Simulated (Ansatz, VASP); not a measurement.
**One calculation of Ni, two programs**

The input POSCAR:

```
Ni
1.0
    0.0000000000      1.7565575398      1.7565575398
    1.7565575398      0.0000000000      1.7565575398
    1.7565575398      1.7565575398      0.0000000000
Ni
1
Direct
    0.0000000000      0.0000000000      0.0000000000
```

The input INCAR.step1:

```
SYSTEM = Ni
PREC = Accurate
ENCUT = 520
ISMEAR = 0
SIGMA = 0.1
LREAL = .False.
LASPH = .True.
NELM = 150
ISPIN = 2
MAGMOM = 0.9
LMAXMIX = 4
NBANDS = 15
GGA = PE
ALGO = Normal
EDIFF = 1E-4
LWAVE = .True.
LCHARG = .False.
```

INCAR.step2

```
SYSTEM = Ni
PREC = Accurate
ENCUT = 520
EDIFF = 1E-7
ISMEAR = 0
SIGMA = 0.1
LREAL = .False.
LASPH = .True.
NELM = 150
ALGO = Normal
ISIF = 2
LWAVE = .False.
LCHARG = .False.
ISPIN = 2
MAGMOM = 0.9
LORBIT = 11
LMAXMIX = 4
METAGGA = R2SCAN
LMIXTAU = .True.
NBANDS = 15
ISTART = 1
```

File KPOINTS:

```
regular mesh
0
Gamma
  20 20 20
  0 0 0
```

Input for Ansatz:

```yaml
crystal:
  lattice:
    - [0.0, 1.7565575398, 1.7565575398]
    - [1.7565575398, 0.0, 1.7565575398]
    - [1.7565575398, 1.7565575398, 0.0]
  atoms:
    - { symbol: Ni, position: [0.0, 0.0, 0.0], spin: 0.9 }
basis:
  ecutwfc: 500
kpoints:
  mp_grid: { grid: [20, 20, 20] }
hamiltonian:
  xc: r2scan
scf:
  occupations: { method: gaussian, width: 0.1 }
output:
  forces: true
  stress: true
  eigenvalues: true
  populations: true
magnetization:
  spin_polarized: true
```

Alike in both runs: task single point; functional r2SCAN; k mesh 20 × 20 × 20; occupations gaussian, width 0.1 eV; collinear spin.

|  | VASP | Ansatz |
| --- | --- | --- |
| version | VASP 6.6.1 | Ansatz 0.2.0 |
| potentials or method | VASP PAW PBE potentials, release 64 (Ni), cutoff 520 eV | scalar-relativistic, plane waves, PAW |
| valence electrons in the cell | 10 | 18 |

VASP gave:

```
gap on the k mesh at the Fermi level (eV)                     : none
pressure (GPa)                                                : -5.7
net moment per atom (μB)                                      : 0.74
size of the moment on the site where the two differ most (μB) : 0.77
```

Task: Which values does Ansatz return?

Result: gap on the k mesh at the Fermi level (eV): none; pressure (GPa): -6.0; net moment per atom (μB): 0.77; size of the moment on the site where the two differ most (μB): 0.83.

VASP's potentials were made for PBE, not for r2SCAN. Site moments also hang on the region over which each program counts them. A gap of «none» marks a metal or a gap that the smearing closes. VASP's potentials hold 10 valence electrons a cell and Ansatz's 18, so a difference there can come from the potentials and not from the codes. Ansatz's warnings: stability check not made.
